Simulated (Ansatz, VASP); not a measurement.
**Os: VASP beside Ansatz**

INCAR

```
PREC = Accurate ; ENCUT = 520
EDIFF = 1E-6 ; ISMEAR = -1
SIGMA = 0.05 ; LREAL = F
LASPH = T ; NELM = 100
ALGO = Normal ; ISIF = 2
LWAVE = F ; LCHARG = T
GGA = RP ; IVDW = 13
LELF = T ; LVHAR = T
NBANDS = 15
```

KPOINTS

```
Automatic mesh
0
Gamma
  11 11 6
```

File POSCAR:

```
Os
1.0
    2.7157497827      0.0000000000      0.0000000000
   -1.3578748913      2.3519083021      0.0000000000
    0.0000000000      0.0000000000      4.2907078513
Os
2
Direct
    0.6666666667      0.3333333333      0.7500000000
    0.3333333333      0.6666666667      0.2500000000
```

input.yaml

```yaml
crystal:
  lattice:
    - [2.7157497827, 0.0, 0.0]
    - [-1.3578748913, 2.3519083021, 0.0]
    - [0.0, 0.0, 4.2907078513]
  atoms:
    - { symbol: Os, position: [0.6666666667, 0.3333333333, 0.75] }
    - { symbol: Os, position: [0.3333333333, 0.6666666667, 0.25] }
kpoints:
  mp_grid: { grid: [11, 11, 6] }
scf:
  occupations: { method: fermi_dirac, width: 0.05 }
hamiltonian:
  xc: rpbe
  dispersion: d4
  pseudopotentials: { kind: all_electron, lapw: { basis_error: 0.001 } }
output:
  forces: true
  stress: true
  eigenvalues: true
```

Change from the starting cell: volume scaled by 0.98.

Alike in both runs: task single point; functional RPBE; dispersion D4; k mesh 11 × 11 × 6; occupations fermi-dirac, width 0.05 eV; no spin polarisation.

```csv
,VASP,Ansatz
version,VASP 6.6.1,Ansatz 0.2.0
potentials or method,"VASP PAW PBE potentials, release 64 (Os), cutoff 520 eV","all-electron LAPW, scalar-relativistic"
```

Ansatz gave:

```
gap on the k mesh at the Fermi level (eV)                     : none
pressure (GPa)                                                : 8.0
traceless stress, the component that is largest in VASP (GPa) : 0.77
```

Which values does VASP return?

gap on the k mesh at the Fermi level (eV): none; pressure (GPa): 8.0; traceless stress, the component that is largest in VASP (GPa): 0.66.

VASP's potentials were made for PBE, not for RPBE. A gap of «none» marks a metal or a gap that the smearing closes. Ansatz ran all-electron here, and VASP with PAW potentials.

Spin-orbit coupling is off throughout.
